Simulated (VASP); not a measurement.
# Ta4F in VASP: further runs

The runs below take Ta4F through single point, with LDA.

All numbers are computed with VASP 6.6.1; they aren't measurements. Logs are shortened: lines on timing, memory, paths and dates and some standing lists are left out, and cuts for length are marked.

**1. The cell of the first run**

The cell holds a slab with vacuum, 5 atoms: a = 3.253 Å, b = 3.253 Å, c = 20.213 Å, α = 90.00°, β = 90.00°, γ = 90.00°.

**2. Single point, LDA**

INCAR reads:

```
SYSTEM = Ta4F
PREC     = Accurate       ! precision mode
ENCUT    = 520            ! plane-wave cutoff, eV
EDIFF    = 1E-6           ! SCF threshold, eV
ISMEAR   = 0              ! smearing method
SIGMA    = 0.1            ! smearing width, eV
LREAL    = .FALSE.        ! projectors in reciprocal space
LASPH    = .TRUE.         ! aspherical terms in the spheres
NELM     = 80             ! most SCF steps
ALGO     = Normal         ! electronic algorithm
ISIF     = 2              ! what is computed and relaxed
LWAVE    = .FALSE.        ! write WAVECAR
LCHARG   = .FALSE.        ! write CHGCAR
LDIPOL   = .TRUE.       
IDIPOL   = 3            
DIPOL    = 0.5 0.5 0.354
NBANDS   = 34             ! bands
```

KPOINTS reads:

```
regular mesh
0
G
  8 8 1
  0 0 0
```

POSCAR reads:

```
Ta4F
1.0
    3.2528501167      0.0000000000      0.0000000000
    0.0000000000      3.2528501167      0.0000000000
    0.0000000000      0.0000000000     20.2133955742
Ta F
4 1
Direct
    0.5000000000      0.5000000000      0.1978885727
    0.0000000000      0.0000000000      0.2783513061
    0.5000000000      0.5000000000      0.3580225065
    0.0000000000      0.0000000000      0.4310703534
    0.0000000000      0.3750000000      0.5066937888
```

Potentials or basis: VASP PAW LDA potentials, release 64 (Ta_pv, F).

On the command line:

```console
$ cat potpaw_LDA.64/Ta_pv/POTCAR potpaw_LDA.64/F/POTCAR > POTCAR
$ mpirun -np 1 vasp_std > vasp.out
```

OUTCAR:

```text
SYSTEM = Ta4F
   PREC = Accurate
   ENCUT = 520
   EDIFF = 1E-6
   ISMEAR = 0
   LREAL = .FALSE.
   LASPH = .TRUE.
   NELM = 80
   ISIF = 2

 ion  position               nearest neighbor table
   1  0.500  0.500  0.198-   2 2.82   2 2.82   2 2.82   2 2.82   3 3.24
   2  0.000  0.000  0.278-   3 2.81   3 2.81   3 2.81   3 2.81   1 2.82   1 2.82   1 2.82   1 2.82
                             4 3.09
   3  0.500  0.500  0.358-   4 2.73   4 2.73   4 2.73   4 2.73   2 2.81   2 2.81   2 2.81   2 2.81
                             1 3.24
   4  0.000  0.000  0.431-   5 1.96   5 2.54   3 2.73   3 2.73   3 2.73   3 2.73   2 3.09
   5  0.000  0.375  0.507-   4 1.96   4 2.54

  LATTYP: Found a simple tetragonal cell.
 ALAT       =     3.2528501167
 C/A-ratio  =     6.2140568575

  Lattice vectors:

 A1 = (   3.2528501167,   0.0000000000,   0.0000000000)
 A2 = (   0.0000000000,   3.2528501167,   0.0000000000)
 A3 = (   0.0000000000,   0.0000000000,  20.2133955742)

Analysis of symmetry for initial positions (statically):
=====================================================================
 Subroutine PRICEL returns:
 Original cell was already a primitive cell.

 Routine SETGRP: Setting up the symmetry group for a
 simple tetragonal supercell.

 Subroutine GETGRP returns: Found  2 space group operations
 (whereof  2 operations were pure point group operations)
 out of a pool of 16 trial point group operations.

The static configuration has the point symmetry C_1h.

Analysis of symmetry for dynamics (positions and initial velocities):
=====================================================================
 Subroutine PRICEL returns:
 Original cell was already a primitive cell.

 Routine SETGRP: Setting up the symmetry group for a
 simple tetragonal supercell.

 Subroutine GETGRP returns: Found  2 space group operations
 (whereof  2 operations were pure point group operations)
 out of a pool of 16 trial point group operations.

The dynamic configuration has the point symmetry C_1h.

 Subroutine INISYM returns: Found  2 space group operations
 (whereof  2 operations are pure point group operations),
 and found     1 'primitive' translations

----------------------------------------------------------------------------------------

                                     Primitive cell

  volume of cell :     213.8786

  direct lattice vectors                    reciprocal lattice vectors
     3.252850117  0.000000000  0.000000000     0.307422711  0.000000000  0.000000000
     0.000000000  3.252850117  0.000000000     0.000000000  0.307422711  0.000000000
     0.000000000  0.000000000 20.213395574     0.000000000  0.000000000  0.049472143

  length of vectors
     3.252850117  3.252850117 20.213395574     0.307422711  0.307422711  0.049472143

  position of ions in fractional coordinates (direct lattice)
     0.500000000  0.500000000  0.197888573
     0.000000000  0.000000000  0.278351306
     0.500000000  0.500000000  0.358022506
     0.000000000  0.000000000  0.431070353
     0.000000000  0.375000000  0.506693789

  ion indices of the primitive-cell ions
   primitive index   ion index
                 1           1
                 2           2
                 3           3
                 4           4
                 5           5

----------------------------------------------------------------------------------------

 KPOINTS: regular mesh

Automatic generation of k-mesh.
 Grid dimensions read from file:
 generate k-points for:    8    8    1

 Generating k-lattice:

  Cartesian coordinates                     Fractional coordinates (reciprocal lattice)
     0.038427839  0.000000000  0.000000000     0.125000000  0.000000000  0.000000000
     0.000000000  0.038427839  0.000000000     0.000000000  0.125000000  0.000000000
     0.000000000  0.000000000  0.049472143     0.000000000  0.000000000  1.000000000

  Length of vectors
     0.038427839  0.038427839  0.049472143

  Shift w.r.t. Gamma in fractional coordinates (k-lattice)
     0.000000000  0.000000000  0.000000000

 Subroutine IBZKPT returns following result:
 ===========================================

 Found     25 irreducible k-points:

 Following reciprocal coordinates:
            Coordinates               Weight
  0.000000  0.000000  0.000000      1.000000
  0.125000  0.000000  0.000000      2.000000
  0.000000  0.125000  0.000000      2.000000
  0.250000  0.000000  0.000000      2.000000
  0.000000  0.250000  0.000000      2.000000
  0.375000  0.000000  0.000000      2.000000
[... 16 lines left out ...]
  0.500000  0.375000  0.000000      2.000000
 -0.375000  0.500000  0.000000      2.000000
   k-points           NKPTS =     25   k-points in BZ     NKDIM =     25   number of bands    NBANDS=     34
   number of dos      NEDOS =    301   number of ions     NIONS =      5
   total plane-waves  NPLWV =  86400
   dimension x,y,z NGX =    24 NGY =   24 NGZ =  150
   dimension x,y,z NGXF=    48 NGYF=   48 NGZF=  300
   ions per type =               4   1
   NGX,Y,Z   is equivalent  to a cutoff of  12.27, 12.27, 12.34 a.u.
   NGXF,Y,Z  is equivalent  to a cutoff of  24.53, 24.53, 24.67 a.u.
 SYSTEM =  Ta4F
   PREC   = accura    normal or accurate (medium, high low for compatibility)
   ISTART =      0    job   : 0-new  1-cont  2-samecut
   ICHARG =      2    charge: 1-file 2-atom 10-const
   ISPIN  =      1    spin polarized calculation?
   LNONCOLLINEAR =      F non collinear calculations
   LSORBIT =      F    spin-orbit coupling
   LASPH  =      T    aspherical Exc in radial PAW
   ENCUT  =  520.0 eV  38.22 Ry    6.18 a.u.   6.05  6.05 37.58*2*pi/ulx,y,z
   NELM   =     80;   NELMIN=  2; NELMDL= -5     # of ELM steps
   EDIFF  = 0.1E-05   stopping-criterion for ELM
   LREAL  =      F    real-space projection
   EDIFFG = 0.1E-04   stopping-criterion for IOM
   NSW    =      0    number of steps for IOM
   IBRION =     -1    ionic relax: 0-MD 1-quasi-New 2-CG
   NFREE  =      0    steps in history (QN), initial steepest desc. (CG)
   ISIF   =      2    stress and relaxation
   ISYM   =      2    0-nonsym 1-usesym 2-fastsym
   POTIM  = 0.5000    time-step for ionic-motion
   TEBEG  =    0.0;   TEEND  =   0.0 temperature during run
   PSTRESS=    0.0 pullay stress
   NELECT =      51.0000    total number of electrons
   NUPDOWN=      -1.0000    fix difference up-down
   EMIN   =  10.00;   EMAX   =-10.00  energy-range for DOS
   EFERMI =   0.00;   METHOD = LEGACY
   ISMEAR =     0;   SIGMA  =   0.10  broadening in eV -4-tet -1-fermi 0-gaus
   EFERMI_NEDOS =   21; number of points for ismear=-14 and -15
   IALGO  =     38    algorithm
   IMIX   =      4    mixing-type and parameters
     AMIX     =   0.40;   BMIX     =  1.00
     AMIX_MAG =   1.60;   BMIX_MAG =  1.00
  volume/ion in A,a.u.               =      42.78       288.66
  Fermi-wavevector in a.u.,A,eV,Ry     =   1.015179  1.918409 14.021994  1.030587
  Thomas-Fermi vector in A             =   2.148449
   LORBIT       =      0    0 simple, 1 ext, 2 COOP (PROOUT), +10 PAW based schemes
   GGA     = CA    functional components
   LHFCALC =     F    Hartree Fock is set to
   AEXX    =    0.0000 exact exchange contribution
   IVDW    =     0    specifies the selected vdW correction
   LEPSILON=     F    determine dielectric tensor
   LRPA    =     F    only Hartree local field effects (RPA)
 non-spin polarized calculation
 Gauss-broadening in eV      SIGMA  =   0.10
  energy-cutoff  :      520.00
  volume of cell :      213.88
 maximum number of plane-waves:      5812
   NGX = 13   NGY = 13   NGZ = 75

 dipolmoment           0.000000      0.000000     -0.571630 electrons x Angstroem

 number of electron      50.9999996 magnetization

 dipolmoment           0.000000      0.000000      0.102150 electrons x Angstroem

 Free energy of the ion-electron system (eV)
  ---------------------------------------------------
  ext. energy  EPLUGINS =         0.00000000
  ---------------------------------------------------
  free energy    TOTEN  =       -53.93245758 eV

  energy without entropy =      -53.91171499  energy(sigma->0) =      -53.92208629

 E-fermi :  -1.0718     XC(G=0):  -5.6786

 val. band max:       -1.1312066524   @ k =   0.0000   0.1250   0.0000
 cond. band min:      -1.0377095276   @ k =   0.3750   0.1250   0.0000
 fundamental gap:      0.0934971248
 Fermi energy:        -1.0717712186

 k-point     1 :       0.0000    0.0000    0.0000
  band No.  band energies     occupation
      1     -35.8563      2.00000
      2     -35.7527      2.00000
      3     -35.5887      2.00000
      4     -35.5783      2.00000
      5     -35.5231      2.00000
      6     -35.5123      2.00000
[... 26 lines left out ...]
     33       1.6270      0.00000
     34       2.4410      0.00000

 k-point     2 :       0.1250    0.0000    0.0000
  band No.  band energies     occupation
      1     -35.8662      2.00000
      2     -35.7562      2.00000
      3     -35.6187      2.00000
      4     -35.5767      2.00000
      5     -35.5638      2.00000
      6     -35.5119      2.00000
[... 26 lines left out ...]
     33       1.8489      0.00000
     34       2.1587      0.00000

 k-point     3 :       0.0000    0.1250    0.0000
  band No.  band energies     occupation
      1     -35.8722      2.00000
      2     -35.7569      2.00000
      3     -35.6297      2.00000
      4     -35.5710      2.00000
      5     -35.5657      2.00000
      6     -35.4986      2.00000
[... 26 lines left out ...]
     33       1.8324      0.00000
     34       2.2082      0.00000
[... 704 lines left out ...]
 k-point    23 :       0.5000    0.3750    0.0000
  band No.  band energies     occupation
      1     -35.9167      2.00000
      2     -35.8462      2.00000
      3     -35.8308      2.00000
      4     -35.7855      2.00000
      5     -35.6738      2.00000
      6     -35.6601      2.00000
[... 26 lines left out ...]
     33       3.0101      0.00000
     34       3.4131      0.00000

 k-point    24 :      -0.3750    0.5000    0.0000
  band No.  band energies     occupation
      1     -35.9460      2.00000
      2     -35.8576      2.00000
      3     -35.8118      2.00000
      4     -35.7768      2.00000
      5     -35.6726      2.00000
      6     -35.6488      2.00000
[... 26 lines left out ...]
     33       3.3345      0.00000
     34       3.4025      0.00000

 [... further k-points ...]

------------------------ aborting loop because EDIFF is reached ----------------------------------------

 vacuum level on the upper side and lower side of the slab       (xc-potential included)         0.723        -1.024

  FORCE on cell =-STRESS in cart. coord.  units (eV):
  Direction    XX          YY          ZZ          XY          YZ          ZX
  --------------------------------------------------------------------------------------
  -------------------------------------------------------------------------------------
  Total       -2.6060142     -5.2729848      1.7131721      0.0000000      0.8108608      0.0000000
  in kB      -19.5218055    -39.5002391     12.8334728      0.0000000      6.0742056      0.0000000
  external PRESSURE =     -15.3961906 kB  Pullay stress =       0.0000000 kB

 VOLUME and BASIS-vectors are now :
 -----------------------------------------------------------------------------
  energy-cutoff  :      520.00
  volume of cell :      213.88
      direct lattice vectors                 reciprocal lattice vectors
     3.252850117  0.000000000  0.000000000     0.307422711  0.000000000  0.000000000
     0.000000000  3.252850117  0.000000000     0.000000000  0.307422711  0.000000000
     0.000000000  0.000000000 20.213395574     0.000000000  0.000000000  0.049472143

 POSITION                                       TOTAL-FORCE (eV/Angst)
 -----------------------------------------------------------------------------------
      1.62643      1.62643      4.00000         0.000000      0.004833      0.784881
      0.00000      0.00000      5.62643         0.000000      0.042836     -0.969964
      1.62643      1.62643      7.23685         0.000000     -0.393702     -1.530976
      0.00000      0.00000      8.71340         0.000000      0.094168      1.571462
      0.00000      1.21982     10.24200         0.000000      0.251865      0.144598
 -----------------------------------------------------------------------------------
    total drift:                                0.000000      0.000013     -0.000113

  FREE ENERGIE OF THE ION-ELECTRON SYSTEM (eV)
  ---------------------------------------------------
  free  energy   TOTEN  =       -53.9324575809 eV

  energy  without entropy=      -53.9117149945  energy(sigma->0) =      -53.92208629

 vacuum level on the upper side and lower side of the slab         4.834         3.033
```

Wall time 3 min (1 thread of Intel Xeon Platinum 8488C (Sapphire Rapids), shared host); peak memory 0.32 GiB.

What came out:

- Free energy: -53.9325 eV
- Largest force: 1.581 eV/Å
- Band gap on the k mesh: zero (an odd number of electrons rules out a gap without spin polarisation)

Forces in eV/Å, atoms in the order of the input:
```
Ta   0.000  0.005  0.785
Ta   0.000  0.043 -0.970
Ta   0.000 -0.394 -1.531
Ta   0.000  0.094  1.571
F    0.000  0.252  0.145
```

Caveat: spin-orbit coupling is left out, which moves the levels of the heavy elements.

(Continued in part 2 of 2.)

The gap in the log of VASP goes by the Fermi energy; the results here count the filled bands.